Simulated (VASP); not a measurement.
# Br (Im-3m) in VASP: notebook, part 2 of 2

VASP 6.6.1. Earlier steps stand in the parts before.

### Step 3. Single point, PBE

This run uses another cell than the first one, of 26.63 Å³/atom.

File INCAR:

```
  ALGO = Normal
  EDIFF = 1E-6
  ENCUT = 520
  GGA = PE
  ISIF = 2
  ISMEAR = -1
  LASPH = T
  LCHARG = F
  LREAL = F
  LWAVE = F
  NBANDS = 10
  NELM = 60
  PREC = Accurate
  SIGMA = 0.02
```

File KPOINTS:

```
k-points
0
Gamma
  15 15 15
```

File POSCAR:

```
Br
1.0
   -1.8812599942      1.8812599942      1.8812599942
    1.8812599942     -1.8812599942      1.8812599942
    1.8812599942      1.8812599942     -1.8812599942
Br
1
Direct
    0.0000000000      0.0000000000      0.0000000000
```

Potentials or basis: VASP PAW PBE potentials, release 64 (Br).

The run is started by

```bash
$ cat potpaw_PBE.64/Br/POTCAR > POTCAR
$ mpirun -np 1 vasp_std > vasp.out
```

OUTCAR:

```text
EDIFF = 1E-6
   ENCUT = 520
   GGA = PE
   ISIF = 2
   ISMEAR = -1
   LASPH = T
   LREAL = F
   NELM = 60
   PREC = Accurate

 ion  position               nearest neighbor table
   1  0.000  0.000  0.000-

  LATTYP: Found a body centered cubic cell.
 ALAT       =     3.7625199884

  Lattice vectors:

 A1 = (  -1.8812599942,   1.8812599942,   1.8812599942)
 A2 = (   1.8812599942,  -1.8812599942,   1.8812599942)
 A3 = (   1.8812599942,   1.8812599942,  -1.8812599942)

Analysis of symmetry for initial positions (statically):
=====================================================================
 Subroutine PRICEL returns:
 Original cell was already a primitive cell.

 Routine SETGRP: Setting up the symmetry group for a
 body centered cubic supercell.

 Subroutine GETGRP returns: Found 48 space group operations
 (whereof 48 operations were pure point group operations)
 out of a pool of 48 trial point group operations.

The static configuration has the point symmetry O_h .

Analysis of symmetry for dynamics (positions and initial velocities):
=====================================================================
 Subroutine PRICEL returns:
 Original cell was already a primitive cell.

 Routine SETGRP: Setting up the symmetry group for a
 body centered cubic supercell.

 Subroutine GETGRP returns: Found 48 space group operations
 (whereof 48 operations were pure point group operations)
 out of a pool of 48 trial point group operations.

The dynamic configuration has the point symmetry O_h .

 Subroutine INISYM returns: Found 48 space group operations
 (whereof 48 operations are pure point group operations),
 and found     1 'primitive' translations

----------------------------------------------------------------------------------------

                                     Primitive cell
[... 105 lines left out ...]
   EFERMI_NEDOS =   21; number of points for ismear=-14 and -15
   IALGO  =     38    algorithm
   IMIX   =      4    mixing-type and parameters
     AMIX     =   0.40;   BMIX     =  1.00
     AMIX_MAG =   1.60;   BMIX_MAG =  1.00
  volume/ion in A,a.u.               =      26.63       179.72
  Fermi-wavevector in a.u.,A,eV,Ry     =   1.048670  1.981698 14.962436  1.099708
  Thomas-Fermi vector in A             =   2.183601
   LORBIT       =      0    0 simple, 1 ext, 2 COOP (PROOUT), +10 PAW based schemes
   GGA     = PE    functional components
   LHFCALC =     F    Hartree Fock is set to
   AEXX    =    0.0000 exact exchange contribution
   IVDW    =     0    specifies the selected vdW correction
   LEPSILON=     F    determine dielectric tensor
   LRPA    =     F    only Hartree local field effects (RPA)
 non-spin polarized calculation
  energy-cutoff  :      520.00
  volume of cell :       26.63
 maximum number of plane-waves:       727
   NGX = 13   NGY = 13   NGZ = 13

 number of electron       6.9999998 magnetization

 Free energy of the ion-electron system (eV)
  ---------------------------------------------------
  ext. energy  EPLUGINS =         0.00000000
  ---------------------------------------------------
  free energy    TOTEN  =        -1.01179770 eV

  energy without entropy =       -1.00835226  energy(sigma->0) =       -1.01007498

 E-fermi :   1.5708     XC(G=0):  -9.2566

 val. band max:        1.5675959610   @ k =   0.3333   0.2000   0.0000
 cond. band min:       1.5714002147   @ k =  -0.3333  -0.4667   0.0667
 fundamental gap:      0.0038042538
 Fermi energy:         1.5707848665

 k-point     1 :       0.0000    0.0000    0.0000
  band No.  band energies     occupation
      1     -13.7739      2.00000
      2       2.2782      0.00000
      3       2.2782      0.00000
      4       2.2782      0.00000
      5       9.3677      0.00000
      6      14.2330      0.00000
      7      14.2330      0.00000
      8      14.2330      0.00000
      9      16.8741      0.00000
     10      16.8741      0.00000
[... 287 lines left out ...]
 k-point    24 :       0.4000    0.2000   -0.0000
  band No.  band energies     occupation
      1     -12.2361      2.00000
      2      -2.4528      2.00000
      3      -0.4258      2.00000
      4       1.5477      1.52046
      5      10.4848      0.00000
      6      12.3221      0.00000
      7      15.1930      0.00000
      8      16.9178      0.00000
      9      19.8332      0.00000
     10      22.2885      0.00000

 [... further k-points ...]
[... 5 lines left out ...]
  --------------------------------------------------------------------------------------
  -------------------------------------------------------------------------------------
  Total        0.0028191      0.0028191      0.0028191      0.0000000      0.0000000     -0.0000000
  in kB        0.1695937      0.1695937      0.1695937      0.0000000      0.0000000     -0.0000000
  external PRESSURE =       0.1695937 kB  Pullay stress =       0.0000000 kB

 VOLUME and BASIS-vectors are now :
 -----------------------------------------------------------------------------
  energy-cutoff  :      520.00
  volume of cell :       26.63
      direct lattice vectors                 reciprocal lattice vectors
    -1.881259994  1.881259994  1.881259994     0.000000000  0.265779319  0.265779319
     1.881259994 -1.881259994  1.881259994     0.265779319  0.000000000  0.265779319
     1.881259994  1.881259994 -1.881259994     0.265779319  0.265779319  0.000000000

 POSITION                                       TOTAL-FORCE (eV/Angst)
 -----------------------------------------------------------------------------------
      0.00000      0.00000      0.00000        -0.000000      0.000000      0.000000
 -----------------------------------------------------------------------------------
    total drift:                                0.000000     -0.000000      0.000000

  FREE ENERGIE OF THE ION-ELECTRON SYSTEM (eV)
  ---------------------------------------------------
  free  energy   TOTEN  =        -1.0117976975 eV

  energy  without entropy=       -1.0083522616  energy(sigma->0) =       -1.01007498
```

Run time: 14 s. Hardware: 1 thread of Intel Xeon Platinum 8259CL at 2.50GHz (Skylake/Cascade Lake), shared host; peak memory 0.15 GiB.

What came out:

- Free energy: -1.0118 eV
- Pressure: 0.0 GPa
- Band gap on the k mesh: zero (an odd number of electrons rules out a gap without spin polarisation)

Caveat: an odd number of electrons without spin polarisation forces a metal; a magnetic or distorted state may lie lower.

### Step 4. Single point, PBE

This run uses another cell than the first one, of 26.90 Å³/atom.

File INCAR:

```
  PREC = Accurate
  ENCUT = 520
  EDIFF = 1E-7
  ISMEAR = -1
  SIGMA = 0.02
  LREAL = F
  LASPH = T
  NELM = 100
  ALGO = Normal
  ISIF = 2
  LWAVE = F
  LCHARG = T
  GGA = PE
  LELF = T
  LVHAR = T
  NBANDS = 10
```

File KPOINTS:

```
Automatic mesh
0
Gamma
  15 15 15
```

File POSCAR:

```
Br
1.0
   -1.8875100733      1.8875100733      1.8875100733
    1.8875100733     -1.8875100733      1.8875100733
    1.8875100733      1.8875100733     -1.8875100733
Br
1
Direct
    0.0000000000      0.0000000000      0.0000000000
```

Potentials or basis: VASP PAW PBE potentials, release 64 (Br).

The run is started by

```bash
$ cat potpaw_PBE.64/Br/POTCAR > POTCAR
$ mpirun -np 1 vasp_std > vasp.out
```

OUTCAR:

```text
PREC = Accurate
   ENCUT = 520
   EDIFF = 1E-7
   ISMEAR = -1
   LREAL = F
   LASPH = T
   NELM = 100
   ISIF = 2
   GGA = PE

 ion  position               nearest neighbor table
   1  0.000  0.000  0.000-

  LATTYP: Found a body centered cubic cell.
 ALAT       =     3.7750201466

  Lattice vectors:

 A1 = (  -1.8875100733,   1.8875100733,   1.8875100733)
 A2 = (   1.8875100733,  -1.8875100733,   1.8875100733)
 A3 = (   1.8875100733,   1.8875100733,  -1.8875100733)

Analysis of symmetry for initial positions (statically):
=====================================================================
 Subroutine PRICEL returns:
 Original cell was already a primitive cell.

 Routine SETGRP: Setting up the symmetry group for a
 body centered cubic supercell.

 Subroutine GETGRP returns: Found 48 space group operations
 (whereof 48 operations were pure point group operations)
 out of a pool of 48 trial point group operations.

The static configuration has the point symmetry O_h .

Analysis of symmetry for dynamics (positions and initial velocities):
=====================================================================
 Subroutine PRICEL returns:
 Original cell was already a primitive cell.

 Routine SETGRP: Setting up the symmetry group for a
 body centered cubic supercell.

 Subroutine GETGRP returns: Found 48 space group operations
 (whereof 48 operations were pure point group operations)
 out of a pool of 48 trial point group operations.

The dynamic configuration has the point symmetry O_h .

 Subroutine INISYM returns: Found 48 space group operations
 (whereof 48 operations are pure point group operations),
 and found     1 'primitive' translations

----------------------------------------------------------------------------------------

                                     Primitive cell
[... 105 lines left out ...]
   EFERMI_NEDOS =   21; number of points for ismear=-14 and -15
   IALGO  =     38    algorithm
   IMIX   =      4    mixing-type and parameters
     AMIX     =   0.40;   BMIX     =  1.00
     AMIX_MAG =   1.60;   BMIX_MAG =  1.00
  volume/ion in A,a.u.               =      26.90       181.52
  Fermi-wavevector in a.u.,A,eV,Ry     =   1.045197  1.975136 14.863510  1.092437
  Thomas-Fermi vector in A             =   2.179983
   LORBIT       =      0    0 simple, 1 ext, 2 COOP (PROOUT), +10 PAW based schemes
   GGA     = PE    functional components
   LHFCALC =     F    Hartree Fock is set to
   AEXX    =    0.0000 exact exchange contribution
   IVDW    =     0    specifies the selected vdW correction
   LEPSILON=     F    determine dielectric tensor
   LRPA    =     F    only Hartree local field effects (RPA)
 non-spin polarized calculation
  energy-cutoff  :      520.00
  volume of cell :       26.90
 maximum number of plane-waves:       735
   NGX = 13   NGY = 13   NGZ = 13

 number of electron       6.9999998 magnetization

 Free energy of the ion-electron system (eV)
  ---------------------------------------------------
  ext. energy  EPLUGINS =         0.00000000
  ---------------------------------------------------
  free energy    TOTEN  =        -1.01158923 eV

  energy without entropy =       -1.00808084  energy(sigma->0) =       -1.00983503

 E-fermi :   1.4653     XC(G=0):  -9.2098

 val. band max:        1.4648045405   @ k =  -0.3333  -0.4667   0.0667
 cond. band min:       1.4732518085   @ k =  -0.4000  -0.4667   0.0667
 fundamental gap:      0.0084472679
 Fermi energy:         1.4652886143

 k-point     1 :       0.0000    0.0000    0.0000
  band No.  band energies     occupation
      1     -13.8175      2.00000
      2       2.1590      0.00000
      3       2.1590      0.00000
      4       2.1590      0.00000
      5       9.2104      0.00000
      6      14.1237      0.00000
      7      14.1237      0.00000
      8      14.1237      0.00000
      9      16.7475      0.00000
     10      16.7475      0.00000
[... 287 lines left out ...]
 k-point    24 :       0.4000    0.2000    0.0000
  band No.  band energies     occupation
      1     -12.3172      2.00000
      2      -2.4933      2.00000
      3      -0.4955      2.00000
      4       1.4438      1.49110
      5      10.3853      0.00000
      6      12.2071      0.00000
      7      15.0421      0.00000
      8      16.7848      0.00000
      9      19.6589      0.00000
     10      22.1186      0.00000

 [... further k-points ...]
[... 5 lines left out ...]
  --------------------------------------------------------------------------------------
  -------------------------------------------------------------------------------------
  Total       -0.0449038     -0.0449038     -0.0449038     -0.0000000      0.0000000     -0.0000000
  in kB       -2.6746402     -2.6746402     -2.6746402     -0.0000000      0.0000000     -0.0000000
  external PRESSURE =      -2.6746402 kB  Pullay stress =       0.0000000 kB

 VOLUME and BASIS-vectors are now :
 -----------------------------------------------------------------------------
  energy-cutoff  :      520.00
  volume of cell :       26.90
      direct lattice vectors                 reciprocal lattice vectors
    -1.887510073  1.887510073  1.887510073     0.000000000  0.264899249  0.264899249
     1.887510073 -1.887510073  1.887510073     0.264899249  0.000000000  0.264899249
     1.887510073  1.887510073 -1.887510073     0.264899249  0.264899249  0.000000000

 POSITION                                       TOTAL-FORCE (eV/Angst)
 -----------------------------------------------------------------------------------
      0.00000      0.00000      0.00000        -0.000000      0.000000      0.000000
 -----------------------------------------------------------------------------------
    total drift:                                0.000000      0.000000      0.000000

  FREE ENERGIE OF THE ION-ELECTRON SYSTEM (eV)
  ---------------------------------------------------
  free  energy   TOTEN  =        -1.0115892256 eV

  energy  without entropy=       -1.0080808415  energy(sigma->0) =       -1.00983503
```

It took 20 s on 1 thread of Intel Xeon Platinum 8259CL at 2.50GHz (Skylake/Cascade Lake), shared host; peak memory 0.15 GiB.

What came out:

```
Free energy            : -1.0116 eV
Pressure               : -0.3 GPa
Band gap on the k mesh : zero (an odd number of electrons rules out a gap without spin polarisation)
```

Caveat: an odd number of electrons without spin polarisation forces a metal; a magnetic or distorted state may lie lower.

### Step 5. Overview

```csv
cell,gap on the mesh (eV),pressure (GPa)
"a = 3.248 Å, angles 109.5°, 1 atom",none,0.3
"a = 3.258 Å, angles 109.5°, 1 atom",none,0.0
"a = 3.269 Å, angles 109.5°, 1 atom",none,-0.3
```

Alike in all rows: task single point; level PBE; potentials or basis VASP PAW PBE potentials, release 64 (Br); no spin polarisation; k mesh 15 × 15 × 15; cutoff (eV) 520; smearing fermi-dirac 0.02 eV.

Caveats: an odd number of electrons without spin polarisation forces a metal; a magnetic or distorted state may lie lower.

Absolute energies hang on the potentials; compare differences alone.
